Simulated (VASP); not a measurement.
**Sc3Te: single point with PBE**

Crystal: Sc3Te.

```
Sc Te
1.0
     6.36170    0.00000    0.00000
    -3.18085    5.50939    0.00000
     0.00000    0.00000    5.10436
Sc Te
6 2
Direct
  0.33429 0.16715 0.75000
  0.83285 0.16715 0.75000
  0.83285 0.66571 0.75000
  0.66571 0.83285 0.25000
  0.16715 0.83285 0.25000
  0.16715 0.33429 0.25000
  0.66667 0.33333 0.25000
  0.33333 0.66667 0.75000
```

```yaml
Program: VASP 6.6.1
Task: single point
Functional: PBE
Potentials_or_basis: VASP PAW PBE potentials, release 64 (Sc_sv, Te)
Cutoff: 520 eV
k_mesh: 4 × 4 × 4
Occupations: methfessel-paxton, width 0.1 eV
Spin: no spin polarisation
```

The pressure is 0.2 GPa, the largest force is 0.016 eV/Å and the band gap on the k mesh is zero (bands 39 and 40 overlap by 0.58 eV).

Forces in eV/Å, atoms in the order of the input:
```
Sc   0.014  0.008  0.000
Sc  -0.014  0.008  0.000
Sc   0.000 -0.016  0.000
Sc  -0.014 -0.008  0.000
Sc   0.014 -0.008  0.000
Sc   0.000  0.016  0.000
Te   0.000  0.000  0.000
Te   0.000  0.000  0.000
```

Stress tensor (GPa, compression positive):
```
0.29 0.00 0.00
0.00 0.29 0.00
0.00 0.00 0.07
```

Levels at points of the mesh, in eV from the Fermi level:
```
           k point  band 36  band 37  band 38  band 39  band 40  band 41  band 42  band 43
(0.00, 0.00, 0.00)    -1.00    -0.82    -0.82    -0.71    -0.48    -0.20    -0.20     0.98
(0.50, 0.00, 0.00)    -0.62    -0.51    -0.42    -0.29     0.19     0.38     0.57     0.74
(0.00, 0.00, 0.50)    -1.50    -1.50    -1.50     0.05     0.05     0.31     0.31     0.31
(0.50, 0.00, 0.50)    -0.34    -0.04    -0.04     0.10     0.10     0.24     0.24     0.79
```

It took 2.2 min on 1 thread of Intel(R) Xeon(R) Platinum 8375C CPU @ 2.90GHz (Ice Lake), on a shared host, peak memory 0.33 GiB.

Caveat: spin-orbit coupling is left out, which moves the levels of the heavy elements.
